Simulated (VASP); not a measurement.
Wanted: the native input for a VASP 6.6.1 run.

- Task: relaxation of cell and atoms
- Functional: PBEsol
- Potentials or basis: VASP PAW PBE potentials, release 64 (Ta_pv, N)
- Cutoff: 600 eV
- k mesh: 5 × 5 × 5
- Occupations: fermi-dirac, width 0.1 eV
- Spin: no spin polarisation
- Dipole correction: no
- Further INCAR settings: ALGO = Normal; EDIFF = 1e-07; IBRION = 2; EDIFFG = -0.03; NSW = 80; ISIF = 3

The structure of TaN lies in POSCAR:

```
TaN
1.0
    4.3600000000      0.0000000000      0.0000000000
    0.0000000000      4.3600000000      0.0000000000
    0.0000000000      0.0000000000      4.3600000000
Ta N
4 4
Direct
    0.0000000000      0.0000000000      0.0000000000
    0.0000000000      0.5000000000      0.5000000000
    0.5000000000      0.0000000000      0.5000000000
    0.5000000000      0.5000000000      0.0000000000
    0.5000000000      0.5000000000      0.5000000000
    0.0000000000      0.0000000000      0.5000000000
    0.0000000000      0.5000000000      0.0000000000
    0.5000000000      0.0000000000      0.0000000000
```

One way to write it, as run:

INCAR

```
SYSTEM = TaN
ALGO = Normal ; EDIFF = 1E-7
EDIFFG = -0.03 ; ENCUT = 600
GGA = PS ; GGA_COMPAT = .FALSE.
IBRION = 2 ; ISIF = 3
ISMEAR = -1 ; LASPH = .TRUE.
LCHARG = .FALSE. ; LREAL = .FALSE.
LWAVE = .FALSE. ; NELM = 120
NELMIN = 4 ; NSW = 80
PREC = Accurate ; SIGMA = 0.1
```

KPOINTS

```
k-points
0
G
  5 5 5
  0 0 0
```

Potentials or basis: VASP PAW PBE potentials, release 64 (Ta_pv, N).

Command:

```bash
$ cat potpaw_PBE.64/Ta_pv/POTCAR potpaw_PBE.64/N/POTCAR > POTCAR
$ mpirun -np 1 vasp_std > vasp.out
```

Results of the run:

* Relaxed volume: 10.49 Å³/atom
* Relaxed cell: a = 4.378 Å, b = 4.378 Å, c = 4.378 Å, α = 90.00°, β = 90.00°, γ = 90.00°
* Space group after relaxing (to 0.1 Å): Fm-3m (No. 225)
* Energy gained by relaxing: 1.8 meV/atom
* Ionic steps: 3
* Pressure after relaxing: 0.0 GPa
* Band gap on the k mesh: zero (bands 32 and 33 overlap by 3.13 eV)

Caveat: the PAW data sets were made with another functional, which shifts forces and pressure a little; spin-orbit coupling is left out, which moves the levels of the heavy elements.

It took 43 s on 1 thread of Intel(R) Xeon(R) 6975P-C (Granite Rapids) (shared host), peak memory 0.22 GiB.
